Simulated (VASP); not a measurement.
# Hg2F (P4_2/mnm) in VASP: single point with PBE

Aim: the single point of Hg2F with PBE.

Everything below comes from runs of VASP 6.6.1. Logs are shortened: lines on timing, memory, paths and dates and some standing lists are left out, and cuts for length are marked.

## (1) The cell of the first run

Symmetry: P4_2/mnm, No. 136, tetragonal system. Conventional cell: a = 5.154 Å, b = 5.154 Å, c = 6.278 Å, α = 90.00°, β = 90.00°, γ = 90.00°. Within 3.0 Å of Hg (site symmetry m2m) lie 1 F at 2.28 Å and 1 Hg at 2.74 Å. Within 3.0 Å of F (site symmetry mmm) lie 2 Hg at 2.28 Å.

## (2) Single point, PBE

INCAR reads:

```
ALGO = Normal ; EDIFF = 1E-6
ENCUT = 700 ; GGA = PE
GGA_COMPAT = False ; ISIF = 2
ISMEAR = 0 ; LASPH = True
LCHARG = False ; LREAL = False
LWAVE = False ; NBANDS = 56
NELM = 120 ; PREC = Accurate
SIGMA = 0.1
```

KPOINTS reads:

```
k-points
0
Gamma
  4 4 4
```

POSCAR reads:

```
Hg2F
1.0
    5.1542860423      0.0000000000      0.0000000000
    0.0000000000      5.1542860423      0.0000000000
    0.0000000000      0.0000000000      6.2778706842
Hg F
4 2
Direct
    0.3122890213      0.3122890213      0.0000000000
    0.1877109787      0.8122890213      0.5000000000
    0.6877109787      0.6877109787      0.0000000000
    0.8122890213      0.1877109787      0.5000000000
    0.0000000000      0.0000000000      0.0000000000
    0.5000000000      0.5000000000      0.5000000000
```

Potentials or basis: VASP PAW PBE potentials, release 64 (Hg_sv_GW, F).

Command:

```bash
$ cat potpaw_PBE.64/Hg_sv_GW/POTCAR potpaw_PBE.64/F/POTCAR > POTCAR
$ mpirun -np 1 vasp_std > vasp.out
```

OUTCAR:

```text
EDIFF = 1E-6
   ENCUT = 700
   GGA = PE
   ISIF = 2
   ISMEAR = 0
   LASPH = True
   LREAL = False
   NELM = 120
   PREC = Accurate

 ion  position               nearest neighbor table
   1  0.312  0.312  0.000-   5 2.28   3 2.74
   2  0.188  0.812  0.500-   6 2.28   4 2.74
   3  0.688  0.688  0.000-   5 2.28   1 2.74
   4  0.812  0.188  0.500-   6 2.28   2 2.74
   5  0.000  0.000  0.000-   1 2.28   3 2.28
   6  0.500  0.500  0.500-   2 2.28   4 2.28

  LATTYP: Found a simple tetragonal cell.
 ALAT       =     5.1542860423
 C/A-ratio  =     1.2179903546

  Lattice vectors:

 A1 = (   5.1542860423,   0.0000000000,   0.0000000000)
 A2 = (   0.0000000000,   5.1542860423,   0.0000000000)
 A3 = (   0.0000000000,   0.0000000000,   6.2778706842)

Analysis of symmetry for initial positions (statically):
=====================================================================
 Subroutine PRICEL returns:
 Original cell was already a primitive cell.

 Routine SETGRP: Setting up the symmetry group for a
 simple tetragonal supercell.

 Subroutine GETGRP returns: Found 16 space group operations
 (whereof  8 operations were pure point group operations)
 out of a pool of 16 trial point group operations.

The static configuration has the point symmetry D_2h.
 The point group associated with its full space group is D_4h.

Analysis of symmetry for dynamics (positions and initial velocities):
=====================================================================
 Subroutine PRICEL returns:
 Original cell was already a primitive cell.

 Routine SETGRP: Setting up the symmetry group for a
 simple tetragonal supercell.

 Subroutine GETGRP returns: Found 16 space group operations
 (whereof  8 operations were pure point group operations)
 out of a pool of 16 trial point group operations.

The dynamic configuration has the point symmetry D_2h.
 The point group associated with its full space group is D_4h.

 Subroutine INISYM returns: Found 16 space group operations
 (whereof  8 operations are pure point group operations),
 and found     1 'primitive' translations

----------------------------------------------------------------------------------------

                                     Primitive cell

  volume of cell :     166.7821

  direct lattice vectors                    reciprocal lattice vectors
     5.154286042  0.000000000  0.000000000     0.194013291  0.000000000  0.000000000
     0.000000000  5.154286042  0.000000000     0.000000000  0.194013291  0.000000000
     0.000000000  0.000000000  6.277870684     0.000000000  0.000000000  0.159289678

  length of vectors
     5.154286042  5.154286042  6.277870684     0.194013291  0.194013291  0.159289678

  position of ions in fractional coordinates (direct lattice)
     0.312289021  0.312289021  0.000000000
     0.187710979  0.812289021  0.500000000
     0.687710979  0.687710979  0.000000000
     0.812289021  0.187710979  0.500000000
     0.000000000  0.000000000  0.000000000
     0.500000000  0.500000000  0.500000000

  ion indices of the primitive-cell ions
   primitive index   ion index
                 1           1
                 2           2
                 3           3
                 4           4
                 5           5
                 6           6

----------------------------------------------------------------------------------------

 KPOINTS: k-points

Automatic generation of k-mesh.
 Grid dimensions read from file:
 generate k-points for:    4    4    4

 Generating k-lattice:

  Cartesian coordinates                     Fractional coordinates (reciprocal lattice)
     0.048503323  0.000000000  0.000000000     0.250000000  0.000000000  0.000000000
     0.000000000  0.048503323  0.000000000     0.000000000  0.250000000  0.000000000
     0.000000000  0.000000000  0.039822420     0.000000000  0.000000000  0.250000000

  Length of vectors
     0.048503323  0.048503323  0.039822420

  Shift w.r.t. Gamma in fractional coordinates (k-lattice)
     0.000000000  0.000000000  0.000000000

 Subroutine IBZKPT returns following result:
 ===========================================

 Found     18 irreducible k-points:

 Following reciprocal coordinates:
            Coordinates               Weight
  0.000000  0.000000  0.000000      1.000000
  0.250000  0.000000  0.000000      4.000000
  0.500000  0.000000  0.000000      2.000000
  0.250000  0.250000  0.000000      4.000000
  0.500000  0.250000  0.000000      4.000000
  0.500000  0.500000  0.000000      1.000000
[... 10 lines left out ...]
  0.500000  0.250000  0.500000      4.000000
  0.500000  0.500000  0.500000      1.000000
   k-points           NKPTS =     18   k-points in BZ     NKDIM =     18   number of bands    NBANDS=     56
   number of dos      NEDOS =    301   number of ions     NIONS =      6
   total plane-waves  NPLWV = 124416
   dimension x,y,z NGX =    48 NGY =   48 NGZ =   54
   dimension x,y,z NGXF=    96 NGYF=   96 NGZF=  108
   ions per type =               4   2
   NGX,Y,Z   is equivalent  to a cutoff of  15.48, 15.48, 14.30 a.u.
   NGXF,Y,Z  is equivalent  to a cutoff of  30.96, 30.96, 28.60 a.u.
 SYSTEM =  unknown system
   PREC   = accura    normal or accurate (medium, high low for compatibility)
   ISTART =      0    job   : 0-new  1-cont  2-samecut
   ICHARG =      2    charge: 1-file 2-atom 10-const
   ISPIN  =      1    spin polarized calculation?
   LNONCOLLINEAR =      F non collinear calculations
   LSORBIT =      F    spin-orbit coupling
   LASPH  =      T    aspherical Exc in radial PAW
   ENCUT  =  700.0 eV  51.45 Ry    7.17 a.u.  11.12 11.12 13.54*2*pi/ulx,y,z
   NELM   =    120;   NELMIN=  2; NELMDL= -5     # of ELM steps
   EDIFF  = 0.1E-05   stopping-criterion for ELM
   LREAL  =      F    real-space projection
   EDIFFG = 0.1E-04   stopping-criterion for IOM
   NSW    =      0    number of steps for IOM
   IBRION =     -1    ionic relax: 0-MD 1-quasi-New 2-CG
   NFREE  =      0    steps in history (QN), initial steepest desc. (CG)
   ISIF   =      2    stress and relaxation
   ISYM   =      2    0-nonsym 1-usesym 2-fastsym
   POTIM  = 0.5000    time-step for ionic-motion
   TEBEG  =    0.0;   TEEND  =   0.0 temperature during run
   PSTRESS=    0.0 pullay stress
   NELECT =      94.0000    total number of electrons
   NUPDOWN=      -1.0000    fix difference up-down
   EMIN   =  10.00;   EMAX   =-10.00  energy-range for DOS
   EFERMI =   0.00;   METHOD = LEGACY
   ISMEAR =     0;   SIGMA  =   0.10  broadening in eV -4-tet -1-fermi 0-gaus
   EFERMI_NEDOS =   21; number of points for ismear=-14 and -15
   IALGO  =     38    algorithm
   IMIX   =      4    mixing-type and parameters
     AMIX     =   0.40;   BMIX     =  1.00
     AMIX_MAG =   1.60;   BMIX_MAG =  1.00
  volume/ion in A,a.u.               =      27.80       187.58
  Fermi-wavevector in a.u.,A,eV,Ry     =   1.352283  2.555445 24.880563  1.828670
  Thomas-Fermi vector in A             =   2.479635
   LORBIT       =      0    0 simple, 1 ext, 2 COOP (PROOUT), +10 PAW based schemes
   GGA     = PE    functional components
   LHFCALC =     F    Hartree Fock is set to
   AEXX    =    0.0000 exact exchange contribution
   IVDW    =     0    specifies the selected vdW correction
   LEPSILON=     F    determine dielectric tensor
   LRPA    =     F    only Hartree local field effects (RPA)
 non-spin polarized calculation
 Gauss-broadening in eV      SIGMA  =   0.10
  energy-cutoff  :      700.00
  volume of cell :      166.78
 maximum number of plane-waves:      7056
 NGX is ok and might be reduce to    48
   NGX = 23   NGY = 23   NGZ = 27

 number of electron      94.0000016 magnetization

 Free energy of the ion-electron system (eV)
  ---------------------------------------------------
  ext. energy  EPLUGINS =         0.00000000
  ---------------------------------------------------
  free energy    TOTEN  =        -7.84442135 eV

  energy without entropy =       -7.82675858  energy(sigma->0) =       -7.83558996

 E-fermi :   1.7378     XC(G=0):  -8.8071

 val. band max:        1.7303459178   @ k =   0.5000   0.2500   0.0000
 cond. band min:       1.7514872964   @ k =   0.2500   0.0000   0.2500
 fundamental gap:      0.0211413785
 Fermi energy:         1.7378321970

 k-point     1 :       0.0000    0.0000    0.0000
  band No.  band energies     occupation
      1    -112.5576      2.00000
      2    -112.5576      2.00000
      3    -112.5547      2.00000
      4    -112.5547      2.00000
      5     -60.9631      2.00000
      6     -60.9628      2.00000
[... 48 lines left out ...]
     55       7.7357      0.00000
     56       7.9313      0.00000

 k-point     2 :       0.2500    0.0000    0.0000
  band No.  band energies     occupation
      1    -112.5576      2.00000
      2    -112.5576      2.00000
      3    -112.5547      2.00000
      4    -112.5546      2.00000
      5     -60.9630      2.00000
      6     -60.9628      2.00000
[... 48 lines left out ...]
     55       7.8302      0.00000
     56       8.0532      0.00000

 k-point     3 :       0.5000    0.0000    0.0000
  band No.  band energies     occupation
      1    -112.5576      2.00000
      2    -112.5576      2.00000
      3    -112.5547      2.00000
      4    -112.5547      2.00000
      5     -60.9629      2.00000
      6     -60.9629      2.00000
[... 818 lines left out ...]
 k-point    17 :       0.5000    0.2500    0.5000
  band No.  band energies     occupation
      1    -112.5576      2.00000
      2    -112.5576      2.00000
      3    -112.5546      2.00000
      4    -112.5546      2.00000
      5     -60.9629      2.00000
      6     -60.9629      2.00000
[... 48 lines left out ...]
     55       8.7172      0.00000
     56       8.7172      0.00000

 k-point    18 :       0.5000    0.5000    0.5000
  band No.  band energies     occupation
      1    -112.5576      2.00000
      2    -112.5576      2.00000
      3    -112.5547      2.00000
      4    -112.5547      2.00000
      5     -60.9630      2.00000
      6     -60.9630      2.00000
[... 48 lines left out ...]
     55       9.2366      0.00000
     56       9.2366      0.00000

------------------------ aborting loop because EDIFF is reached ----------------------------------------

  FORCE on cell =-STRESS in cart. coord.  units (eV):
  Direction    XX          YY          ZZ          XY          YZ          ZX
  --------------------------------------------------------------------------------------
  -------------------------------------------------------------------------------------
  Total        0.0836907      0.0836907      0.1107086     -0.0000000      0.0000000      0.0000000
  in kB        0.8039672      0.8039672      1.0635122     -0.0000000      0.0000000      0.0000000
  external PRESSURE =       0.8904822 kB  Pullay stress =       0.0000000 kB

 VOLUME and BASIS-vectors are now :
 -----------------------------------------------------------------------------
  energy-cutoff  :      700.00
  volume of cell :      166.78
      direct lattice vectors                 reciprocal lattice vectors
     5.154286042  0.000000000  0.000000000     0.194013291  0.000000000  0.000000000
     0.000000000  5.154286042  0.000000000     0.000000000  0.194013291  0.000000000
     0.000000000  0.000000000  6.277870684     0.000000000  0.000000000  0.159289678

 POSITION                                       TOTAL-FORCE (eV/Angst)
 -----------------------------------------------------------------------------------
      1.60963      1.60963      0.00000         0.030799      0.030799      0.000000
      0.96752      4.18677      3.13894        -0.030799      0.030799     -0.000000
      3.54466      3.54466      0.00000        -0.030799     -0.030799     -0.000000
      4.18677      0.96752      3.13894         0.030799     -0.030799     -0.000000
      0.00000      0.00000      0.00000         0.000000     -0.000000     -0.000000
      2.57714      2.57714      3.13894         0.000000     -0.000000     -0.000000
 -----------------------------------------------------------------------------------
    total drift:                                0.000000      0.000000      0.000000

  FREE ENERGIE OF THE ION-ELECTRON SYSTEM (eV)
  ---------------------------------------------------
  free  energy   TOTEN  =        -7.8444213516 eV

  energy  without entropy=       -7.8267585761  energy(sigma->0) =       -7.83558996
```

Wall time 2.7 min (1 thread of Intel Xeon 6975P-C (Granite Rapids), shared host); peak memory 0.47 GiB.

What came out:

- Free energy: -7.8444 eV
- Pressure: 0.1 GPa
- Largest force: 0.044 eV/Å
- Band gap on the k mesh: zero (bands 47 and 48 overlap by 3.05 eV)

Forces in eV/Å, atoms in the order of the input:
```
Hg   0.031  0.031  0.000
Hg  -0.031  0.031  0.000
Hg  -0.031 -0.031  0.000
Hg   0.031 -0.031  0.000
F    0.000  0.000  0.000
F    0.000  0.000  0.000
```

Caveat: spin-orbit coupling is left out, which moves the levels of the heavy elements.

The gap in the log of VASP goes by the Fermi energy; the results here count the filled bands.